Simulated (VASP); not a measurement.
Set up this calculation in VASP 6.6.1, as the native input.

* Task: single point
* Functional: PBE
* Potentials or basis: VASP PAW PBE potentials, release 64 (Ti_sv, C)
* Cutoff: 520 eV
* k mesh: 3 × 3 × 3
* Occupations: gaussian, width 0.2 eV
* Spin: no spin polarisation
* Dipole correction: no
* Further INCAR settings: ALGO = Normal; EDIFF = 1e-06; NBANDS = 73

The structure of Ti4C3 lies in POSCAR:

```
Ti4C3
1.0
   -3.3394294427      3.3394294427      3.3394294427
    3.3394294427     -3.3394294427      3.3394294427
    3.3394294427      3.3394294427     -3.3394294427
Ti C
8 6
Direct
    0.0000000000      0.8867495735      0.5000000000
    0.8867495735      0.5000000000      0.0000000000
    0.5000000000      0.0000000000      0.3867495735
    0.5000000000      0.0000000000      0.8867495735
    0.0000000000      0.3867495735      0.5000000000
    0.3867495735      0.5000000000      0.0000000000
    0.6132504265      0.6132504265      0.6132504265
    0.1132504265      0.1132504265      0.1132504265
    0.7500000000      0.8750000000      0.1250000000
    0.8750000000      0.1250000000      0.7500000000
    0.1250000000      0.7500000000      0.8750000000
    0.6250000000      0.3750000000      0.2500000000
    0.3750000000      0.2500000000      0.6250000000
    0.2500000000      0.6250000000      0.3750000000
```

The input as run:

INCAR

```
  ALGO = Normal
  EDIFF = 1E-6
  ENCUT = 520
  GGA = PE
  ISIF = 2
  ISMEAR = 0
  LASPH = True
  LCHARG = False
  LREAL = False
  LWAVE = False
  NBANDS = 73
  NELM = 100
  PREC = Accurate
  SIGMA = 0.2
```

KPOINTS

```
k-points
0
Gamma
  3 3 3
```

Potentials or basis: VASP PAW PBE potentials, release 64 (Ti_sv, C).

The run is started by

```console
$ cat potpaw_PBE.64/Ti_sv/POTCAR potpaw_PBE.64/C/POTCAR > POTCAR
$ mpirun -np 1 vasp_std > vasp.out
```

Results of the run:

```json
{
 "Pressure": "0.1 GPa",
 "Largest force": "0.041 eV/Å",
 "Band gap on the k mesh": "zero (bands 60 and 61 overlap by 0.53 eV)"
}
```

Caveat: the k points lie up to 0.44 Å⁻¹ apart, too coarse for converged energies and pressures of a metal.

Wall time 2.4 min on 1 thread of AMD EPYC 7R43 64-Core Processor (Zen 3) (shared host), peak memory 0.28 GiB.
